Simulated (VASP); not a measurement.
Wanted: the native input for a VASP 6.6.1 run.

| Quantity | Value |
| --- | --- |
| Task | single point |
| Functional | PBE |
| Potentials or basis | VASP PAW PBE potentials, release 64 (Ge_d, Sb, Te) |
| Cutoff | 520 eV |
| k mesh | 12 × 12 × 2 |
| Occupations | gaussian, width 0.02 eV |
| Spin | no spin polarisation |
| Dipole correction | no |
| Further INCAR settings | ALGO = Normal; EDIFF = 1e-06; NBANDS = 50 |

The structure of GeSb4Te7 lies in POSCAR:

```
GeSb4Te7
1.0
    4.1475847112      0.0000000000      0.0000000000
   -2.0737923556      3.5919137242      0.0000000000
    0.0000000000      0.0000000000     25.9630376654
Ge Sb Te
1 4 7
Direct
    0.0000000000      0.0000000000      0.5000000000
    0.6666666667      0.3333333333      0.9202430301
    0.3333333333      0.6666666667      0.3520355140
    0.3333333333      0.6666666667      0.0797569699
    0.6666666667      0.3333333333      0.6479644860
    0.3333333333      0.6666666667      0.8517966756
    0.6666666667      0.3333333333      0.1482033244
    0.0000000000      0.0000000000      0.7161668580
    0.6666666667      0.3333333333      0.4326208770
    0.3333333333      0.6666666667      0.5673791230
    0.0000000000      0.0000000000      0.0000000000
    0.0000000000      0.0000000000      0.2838331420
```

This cell differs from its parent crystal: biaxial strain in the a-b plane: -4.0 %, then relaxed in part.

These files were run (other wordings do the same):

INCAR

```
ALGO = Normal
EDIFF = 1E-6
ENCUT = 520
GGA = PE
ISIF = 2
ISMEAR = 0
LASPH = T
LCHARG = T
LELF = T
LREAL = F
LVHAR = T
LWAVE = F
NBANDS = 50
NELM = 100
PREC = Accurate
SIGMA = 0.02
```

KPOINTS

```
k-points
0
Gamma
  12 12 2
```

Potentials or basis: VASP PAW PBE potentials, release 64 (Ge_d, Sb, Te).

Command:

```bash
$ cat potpaw_PBE.64/Ge_d/POTCAR potpaw_PBE.64/Sb/POTCAR potpaw_PBE.64/Te/POTCAR > POTCAR
$ mpirun -np 1 vasp_std > vasp.out
```

Results of the run:

- Pressure: 2.0 GPa
- Largest force: 0.030 eV/Å
- Band gap on the k mesh: 0.36 eV (least direct gap 0.62 eV)

Caveat: the cell differs from its parent crystal (biaxial strain in the a-b plane: -4.0 %, then relaxed in part); spin-orbit coupling is left out, which moves the levels of the heavy elements; this functional lacks dispersion, which binds the layers, so the pressure and a relaxed spacing across them are unreliable.

Wall time 25 min on 1 thread of Oxide Virtual Turin-like Processor (shared host), peak memory 0.85 GiB.
